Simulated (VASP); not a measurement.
# RuPt2 (F-43m) in VASP: notebook

The runs below take RuPt2 through single point, relaxation of cell and atoms, with PBE.

Everything below comes from runs of VASP 6.6.1. Logs are shortened: lines on timing, memory, paths and dates and some standing lists are left out, and cuts for length are marked.

## Step 1: The cell of the first run

It takes space group F-43m (No. 216, cubic). Conventional cell: a = 5.525 Å, b = 5.525 Å, c = 5.525 Å, α = 90.00°, β = 90.00°, γ = 90.00°. Within 3.2 Å of Ru (site symmetry -43m) lie 10 Pt at 2.39 to 2.76 Å. Within 3.2 Å of Pt (site symmetry -43m) lie 4 Ru at 2.39 Å and 4 Pt at 2.39 Å. Within 3.2 Å of Pt (site symmetry -43m) lie 4 Pt at 2.39 Å and 6 Ru at 2.76 Å.

## Step 2: Single point, PBE

INCAR

```
  ALGO = Normal
  EDIFF = 1E-6
  ENCUT = 520
  GGA = PE
  ISIF = 2
  ISMEAR = 0
  LASPH = T
  LCHARG = F
  LREAL = F
  LWAVE = F
  NBANDS = 24
  NELM = 60
  PREC = Accurate
  SIGMA = 0.1
```

KPOINTS

```
k-points
0
Gamma
  6 6 6
```

POSCAR

```
RuPt2
1.0
    0.0000000000      2.7627207600      2.7627207600
    2.7627207600      0.0000000000      2.7627207600
    2.7627207600      2.7627207600      0.0000000000
Ru Pt
1 2
Direct
    0.0000000000      0.0000000000      0.0000000000
    0.2500000000      0.2500000000      0.2500000000
    0.5000000000      0.5000000000      0.5000000000
```

Potentials or basis: VASP PAW PBE potentials, release 64 (Ru_pv, Pt).

Started as:

```console
> cat potpaw_PBE.64/Ru_pv/POTCAR potpaw_PBE.64/Pt/POTCAR > POTCAR
> mpirun -np 1 vasp_std > vasp.out
```

OUTCAR:

```text
EDIFF = 1E-6
   ENCUT = 520
   GGA = PE
   ISIF = 2
   ISMEAR = 0
   LASPH = T
   LREAL = F
   NELM = 60
   PREC = Accurate

 ion  position               nearest neighbor table
   1  0.000  0.000  0.000-   2 2.39   2 2.39   2 2.39   2 2.39   3 2.76   3 2.76   3 2.76   3 2.76
                             3 2.76   3 2.76
   2  0.250  0.250  0.250-   1 2.39   1 2.39   1 2.39   3 2.39   3 2.39   3 2.39   3 2.39   1 2.39

   3  0.500  0.500  0.500-   2 2.39   2 2.39   2 2.39   2 2.39   1 2.76   1 2.76   1 2.76   1 2.76
                             1 2.76   1 2.76

  LATTYP: Found a face centered cubic cell.
 ALAT       =     5.5254415200

  Lattice vectors:

 A1 = (   0.0000000000,   2.7627207600,   2.7627207600)
 A2 = (   2.7627207600,   0.0000000000,   2.7627207600)
 A3 = (   2.7627207600,   2.7627207600,   0.0000000000)

Analysis of symmetry for initial positions (statically):
=====================================================================
 Subroutine PRICEL returns:
 Original cell was already a primitive cell.

 Routine SETGRP: Setting up the symmetry group for a
 face centered cubic supercell.

 Subroutine GETGRP returns: Found 24 space group operations
 (whereof 24 operations were pure point group operations)
 out of a pool of 48 trial point group operations.

The static configuration has the point symmetry T_d .

Analysis of symmetry for dynamics (positions and initial velocities):
=====================================================================
 Subroutine PRICEL returns:
 Original cell was already a primitive cell.

 Routine SETGRP: Setting up the symmetry group for a
 face centered cubic supercell.

 Subroutine GETGRP returns: Found 24 space group operations
 (whereof 24 operations were pure point group operations)
 out of a pool of 48 trial point group operations.

The dynamic configuration has the point symmetry T_d .

 Subroutine INISYM returns: Found 24 space group operations
 (whereof 24 operations are pure point group operations),
 and found     1 'primitive' translations

----------------------------------------------------------------------------------------

                                     Primitive cell

  volume of cell :      42.1736

  direct lattice vectors                    reciprocal lattice vectors
     0.000000000  2.762720760  2.762720760    -0.180981012  0.180981012  0.180981012
     2.762720760  0.000000000  2.762720760     0.180981012 -0.180981012  0.180981012
     2.762720760  2.762720760  0.000000000     0.180981012  0.180981012 -0.180981012

  length of vectors
     3.907077168  3.907077168  3.907077168     0.313468309  0.313468309  0.313468309

  position of ions in fractional coordinates (direct lattice)
     0.000000000  0.000000000  0.000000000
     0.250000000  0.250000000  0.250000000
     0.500000000  0.500000000  0.500000000

  ion indices of the primitive-cell ions
   primitive index   ion index
                 1           1
                 2           2
                 3           3

----------------------------------------------------------------------------------------

 KPOINTS: k-points

Automatic generation of k-mesh.
 Grid dimensions read from file:
 generate k-points for:    6    6    6

 Generating k-lattice:

  Cartesian coordinates                     Fractional coordinates (reciprocal lattice)
    -0.030163502  0.030163502  0.030163502     0.166666667  0.000000000  0.000000000
     0.030163502 -0.030163502  0.030163502     0.000000000  0.166666667  0.000000000
     0.030163502  0.030163502 -0.030163502     0.000000000  0.000000000  0.166666667

  Length of vectors
     0.052244718  0.052244718  0.052244718

  Shift w.r.t. Gamma in fractional coordinates (k-lattice)
     0.000000000  0.000000000  0.000000000

 Subroutine IBZKPT returns following result:
 ===========================================

 Found     16 irreducible k-points:

 Following reciprocal coordinates:
            Coordinates               Weight
  0.000000  0.000000  0.000000      1.000000
  0.166667  0.000000  0.000000      8.000000
  0.333333  0.000000  0.000000      8.000000
  0.500000  0.000000  0.000000      4.000000
  0.166667  0.166667  0.000000      6.000000
  0.333333  0.166667  0.000000     24.000000
[... 8 lines left out ...]
 -0.333333  0.333333  0.166667     24.000000
 -0.333333  0.500000  0.166667     12.000000
   k-points           NKPTS =     16   k-points in BZ     NKDIM =     16   number of bands    NBANDS=     24
   number of dos      NEDOS =    301   number of ions     NIONS =      3
   total plane-waves  NPLWV =  27000
   dimension x,y,z NGX =    30 NGY =   30 NGZ =   30
   dimension x,y,z NGXF=    60 NGYF=   60 NGZF=   60
   ions per type =               1   2
   NGX,Y,Z   is equivalent  to a cutoff of  12.76, 12.76, 12.76 a.u.
   NGXF,Y,Z  is equivalent  to a cutoff of  25.53, 25.53, 25.53 a.u.
 SYSTEM =  unknown system
   PREC   = accura    normal or accurate (medium, high low for compatibility)
   ISTART =      0    job   : 0-new  1-cont  2-samecut
   ICHARG =      2    charge: 1-file 2-atom 10-const
   ISPIN  =      1    spin polarized calculation?
   LNONCOLLINEAR =      F non collinear calculations
   LSORBIT =      F    spin-orbit coupling
   LASPH  =      T    aspherical Exc in radial PAW
   ENCUT  =  520.0 eV  38.22 Ry    6.18 a.u.   7.26  7.26  7.26*2*pi/ulx,y,z
   NELM   =     60;   NELMIN=  2; NELMDL= -5     # of ELM steps
   EDIFF  = 0.1E-05   stopping-criterion for ELM
   LREAL  =      F    real-space projection
   EDIFFG = 0.1E-04   stopping-criterion for IOM
   NSW    =      0    number of steps for IOM
   IBRION =     -1    ionic relax: 0-MD 1-quasi-New 2-CG
   NFREE  =      0    steps in history (QN), initial steepest desc. (CG)
   ISIF   =      2    stress and relaxation
   ISYM   =      2    0-nonsym 1-usesym 2-fastsym
   POTIM  = 0.5000    time-step for ionic-motion
   TEBEG  =    0.0;   TEEND  =   0.0 temperature during run
   PSTRESS=    0.0 pullay stress
   NELECT =      34.0000    total number of electrons
   NUPDOWN=      -1.0000    fix difference up-down
   EMIN   =  10.00;   EMAX   =-10.00  energy-range for DOS
   EFERMI =   0.00;   METHOD = LEGACY
   ISMEAR =     0;   SIGMA  =   0.10  broadening in eV -4-tet -1-fermi 0-gaus
   EFERMI_NEDOS =   21; number of points for ismear=-14 and -15
   IALGO  =     38    algorithm
   IMIX   =      4    mixing-type and parameters
     AMIX     =   0.40;   BMIX     =  1.00
     AMIX_MAG =   1.60;   BMIX_MAG =  1.00
  volume/ion in A,a.u.               =      14.06        94.87
  Fermi-wavevector in a.u.,A,eV,Ry     =   1.523658  2.879296 31.586381  2.321534
  Thomas-Fermi vector in A             =   2.632071
   LORBIT       =      0    0 simple, 1 ext, 2 COOP (PROOUT), +10 PAW based schemes
   GGA     = PE    functional components
   LHFCALC =     F    Hartree Fock is set to
   AEXX    =    0.0000 exact exchange contribution
   IVDW    =     0    specifies the selected vdW correction
   LEPSILON=     F    determine dielectric tensor
   LRPA    =     F    only Hartree local field effects (RPA)
 non-spin polarized calculation
 Gauss-broadening in eV      SIGMA  =   0.10
  energy-cutoff  :      520.00
  volume of cell :       42.17
 maximum number of plane-waves:      1158
 NGX is ok and might be reduce to    30
   NGX = 15   NGY = 15   NGZ = 15

 number of electron      33.9999994 magnetization

 Free energy of the ion-electron system (eV)
  ---------------------------------------------------
  ext. energy  EPLUGINS =         0.00000000
  ---------------------------------------------------
  free energy    TOTEN  =       -17.28731233 eV

  energy without entropy =      -17.27365651  energy(sigma->0) =      -17.28048442

 E-fermi :  13.0470     XC(G=0): -13.6698

 val. band max:       12.9348306282   @ k =   0.0000   0.0000   0.0000
 cond. band min:      13.0706517161   @ k =   0.5000   0.3333   0.1667
 fundamental gap:      0.1358210878
 Fermi energy:        13.0469526917

 k-point     1 :       0.0000    0.0000    0.0000
  band No.  band energies     occupation
      1     -30.3563      2.00000
      2     -30.3563      2.00000
      3     -30.3563      2.00000
      4       2.5148      2.00000
      5       4.8119      2.00000
      6       4.8119      2.00000
[... 16 lines left out ...]
     23      23.7545      0.00000
     24      23.7545      0.00000

 k-point     2 :       0.1667    0.0000    0.0000
  band No.  band energies     occupation
      1     -30.3597      2.00000
      2     -30.3563      2.00000
      3     -30.3563      2.00000
      4       3.0368      2.00000
      5       5.0733      2.00000
      6       5.0734      2.00000
[... 16 lines left out ...]
     23      23.3372      0.00000
     24      23.4279      0.00000

 k-point     3 :       0.3333    0.0000    0.0000
  band No.  band energies     occupation
      1     -30.3661      2.00000
      2     -30.3563      2.00000
      3     -30.3563      2.00000
      4       4.3104      2.00000
      5       5.7430      2.00000
      6       5.7430      2.00000
[... 16 lines left out ...]
     23      22.7968      0.00000
     24      23.4209      0.00000

 k-point     4 :       0.5000    0.0000    0.0000
  band No.  band energies     occupation
      1     -30.3691      2.00000
      2     -30.3563      2.00000
      3     -30.3563      2.00000
      4       5.1844      2.00000
      5       5.9439      2.00000
      6       6.0122      2.00000
[... 16 lines left out ...]
     23      22.5870      0.00000
     24      23.4209      0.00000

 k-point     5 :       0.1667    0.1667    0.0000
  band No.  band energies     occupation
      1     -30.3628      2.00000
      2     -30.3549      2.00000
      3     -30.3549      2.00000
      4       3.1943      2.00000
      5       5.0983      2.00000
      6       5.1678      2.00000
[... 235 lines left out ...]
 k-point    14 :       0.5000    0.3333    0.1667
  band No.  band energies     occupation
      1     -30.3686      2.00000
      2     -30.3548      2.00000
      3     -30.3542      2.00000
      4       4.8560      2.00000
      5       5.2893      2.00000
      6       5.4981      2.00000
[... 16 lines left out ...]
     23      23.4207      0.00000
     24      24.3514      0.00000

 k-point    15 :      -0.3333    0.3333    0.1667
  band No.  band energies     occupation
      1     -30.3677      2.00000
      2     -30.3561      2.00000
      3     -30.3542      2.00000
      4       5.0151      2.00000
      5       5.2691      2.00000
      6       5.6848      2.00000
[... 16 lines left out ...]
     23      23.4208      0.00000
     24      24.5498      0.00000

 k-point    16 :      -0.3333    0.5000    0.1667
  band No.  band energies     occupation
      1     -30.3691      2.00000
      2     -30.3542      2.00000
      3     -30.3528      2.00000
      4       4.8167      2.00000
      5       5.1171      2.00000
      6       5.3570      2.00000
[... 16 lines left out ...]
     23      23.4206      0.00000
     24      24.9935      0.00000

------------------------ aborting loop because EDIFF is reached ----------------------------------------

  FORCE on cell =-STRESS in cart. coord.  units (eV):
  Direction    XX          YY          ZZ          XY          YZ          ZX
  --------------------------------------------------------------------------------------
  -------------------------------------------------------------------------------------
  Total       23.0923192     23.0923192     23.0923192     -0.0000000     -0.0000000      0.0000000
  in kB      877.2778512    877.2778512    877.2778512     -0.0000000     -0.0000000      0.0000000
  external PRESSURE =     877.2778512 kB  Pullay stress =       0.0000000 kB

 VOLUME and BASIS-vectors are now :
 -----------------------------------------------------------------------------
  energy-cutoff  :      520.00
  volume of cell :       42.17
      direct lattice vectors                 reciprocal lattice vectors
     0.000000000  2.762720760  2.762720760    -0.180981012  0.180981012  0.180981012
     2.762720760  0.000000000  2.762720760     0.180981012 -0.180981012  0.180981012
     2.762720760  2.762720760  0.000000000     0.180981012  0.180981012 -0.180981012

 POSITION                                       TOTAL-FORCE (eV/Angst)
 -----------------------------------------------------------------------------------
      0.00000      0.00000      0.00000        -0.000000     -0.000000      0.000000
      1.38136      1.38136      1.38136        -0.000000     -0.000000     -0.000000
      2.76272      2.76272      2.76272         0.000000      0.000000      0.000000
 -----------------------------------------------------------------------------------
    total drift:                                0.000001      0.000001      0.000001

  FREE ENERGIE OF THE ION-ELECTRON SYSTEM (eV)
  ---------------------------------------------------
  free  energy   TOTEN  =       -17.2873123329 eV

  energy  without entropy=      -17.2736565127  energy(sigma->0) =      -17.28048442
```

Wall time 24 s (1 thread of Intel Xeon Platinum 8488C (Sapphire Rapids), shared host); peak memory 0.17 GiB.

What came out:

* Free energy: -17.2873 eV
* Pressure: 87.7 GPa
* Band gap on the k mesh: zero (band 17 reaches 13.55 eV, above the bottom of band 18 at 13.07 eV)

Caveat: spin-orbit coupling is left out, which moves the levels of the heavy elements.

## Step 3: Single point, PBE

This run uses another cell than the first one, of 17.83 Å³/atom, 1.268 times its volume.

INCAR

```
SYSTEM = RuPt2
PREC = Accurate ; ENCUT = 520
EDIFF = 1E-6 ; ISMEAR = 0
SIGMA = 0.1 ; LREAL = .FALSE.
LASPH = .TRUE. ; NELM = 60
ALGO = Fast ; ISIF = 2
LWAVE = .FALSE. ; LCHARG = .FALSE.
GGA = PE ; NBANDS = 24
```

KPOINTS

```
Automatic mesh
0
G
  6 6 6
  0 0 0
```

POSCAR

```
RuPt2
1.0
    0.0000000000      2.9902695383      2.9902695383
    2.9902695383      0.0000000000      2.9902695383
    2.9902695383      2.9902695383      0.0000000000
Ru Pt
1 2
Direct
    0.0000000000      0.0000000000      0.0000000000
    0.2500000000      0.2500000000      0.2500000000
    0.5000000000      0.5000000000      0.5000000000
```

Potentials or basis: VASP PAW PBE potentials, release 64 (Ru_pv, Pt).

Started as:

```console
> cat potpaw_PBE.64/Ru_pv/POTCAR potpaw_PBE.64/Pt/POTCAR > POTCAR
> mpirun -np 1 vasp_std > vasp.out
```

OUTCAR:

```text
SYSTEM = RuPt2
   PREC = Accurate
   ENCUT = 520
   EDIFF = 1E-6
   ISMEAR = 0
   LREAL = .FALSE.
   LASPH = .TRUE.
   NELM = 60
   ISIF = 2
   GGA = PE

 ion  position               nearest neighbor table
   1  0.000  0.000  0.000-   2 2.59   2 2.59   2 2.59   2 2.59   3 2.99   3 2.99   3 2.99   3 2.99
                             3 2.99   3 2.99
   2  0.250  0.250  0.250-   1 2.59   3 2.59   1 2.59   1 2.59   1 2.59   3 2.59   3 2.59   3 2.59

   3  0.500  0.500  0.500-   2 2.59   2 2.59   2 2.59   2 2.59   1 2.99   1 2.99   1 2.99   1 2.99
                             1 2.99   1 2.99

  LATTYP: Found a face centered cubic cell.
 ALAT       =     5.9805390766

  Lattice vectors:

 A1 = (   0.0000000000,   2.9902695383,   2.9902695383)
 A2 = (   2.9902695383,   0.0000000000,   2.9902695383)
 A3 = (   2.9902695383,   2.9902695383,   0.0000000000)

Analysis of symmetry for initial positions (statically):
=====================================================================
 Subroutine PRICEL returns:
 Original cell was already a primitive cell.

 Routine SETGRP: Setting up the symmetry group for a
 face centered cubic supercell.

[... 159 lines left out ...]

 E-fermi :   8.7872     XC(G=0): -12.2637

 val. band max:        8.7210479467   @ k =   0.0000   0.0000   0.0000
 cond. band min:       8.8055433735   @ k =   0.5000   0.3333   0.1667
 fundamental gap:      0.0844954268
 Fermi energy:         8.7872014956

 k-point     1 :       0.0000    0.0000    0.0000
  band No.  band energies     occupation
      1     -34.0636      2.00000
      2     -34.0636      2.00000
      3     -34.0636      2.00000
      4       0.4064      2.00000
      5       3.0123      2.00000
      6       3.0123      2.00000
[... 421 lines left out ...]
     23      18.5141      0.00000
     24      19.2645      0.00000

------------------------ aborting loop because EDIFF is reached ----------------------------------------

  FORCE on cell =-STRESS in cart. coord.  units (eV):
  Direction    XX          YY          ZZ          XY          YZ          ZX
  --------------------------------------------------------------------------------------
  -------------------------------------------------------------------------------------
  Total       -0.0814116     -0.0814116     -0.0814116     -0.0000000      0.0000000      0.0000000
  in kB       -2.4391360     -2.4391360     -2.4391360     -0.0000000      0.0000000      0.0000000
  external PRESSURE =      -2.4391360 kB  Pullay stress =       0.0000000 kB

 VOLUME and BASIS-vectors are now :
 -----------------------------------------------------------------------------
  energy-cutoff  :      520.00
  volume of cell :       53.48
      direct lattice vectors                 reciprocal lattice vectors
     0.000000000  2.990269538  2.990269538    -0.167209007  0.167209007  0.167209007
     2.990269538  0.000000000  2.990269538     0.167209007 -0.167209007  0.167209007
     2.990269538  2.990269538  0.000000000     0.167209007  0.167209007 -0.167209007

 POSITION                                       TOTAL-FORCE (eV/Angst)
 -----------------------------------------------------------------------------------
      0.00000      0.00000      0.00000         0.000000      0.000000      0.000000
      1.49513      1.49513      1.49513        -0.000000     -0.000000     -0.000000
      2.99027      2.99027      2.99027        -0.000000     -0.000000     -0.000000
 -----------------------------------------------------------------------------------
    total drift:                               -0.000000     -0.000000     -0.000000

  FREE ENERGIE OF THE ION-ELECTRON SYSTEM (eV)
  ---------------------------------------------------
  free  energy   TOTEN  =       -19.7196557111 eV

  energy  without entropy=      -19.7005224669  energy(sigma->0) =      -19.71008909
```

Wall time 26 s (1 thread of Intel Xeon Platinum 8488C (Sapphire Rapids), shared host); peak memory 0.18 GiB.

What came out:

```
Free energy            : -19.7197 eV
Pressure               : -0.2 GPa
Band gap on the k mesh : zero (band 17 reaches 9.27 eV, above the bottom of band 18 at 8.81 eV)
```

Caveat: spin-orbit coupling is left out, which moves the levels of the heavy elements.

[end of part 1 of 2]
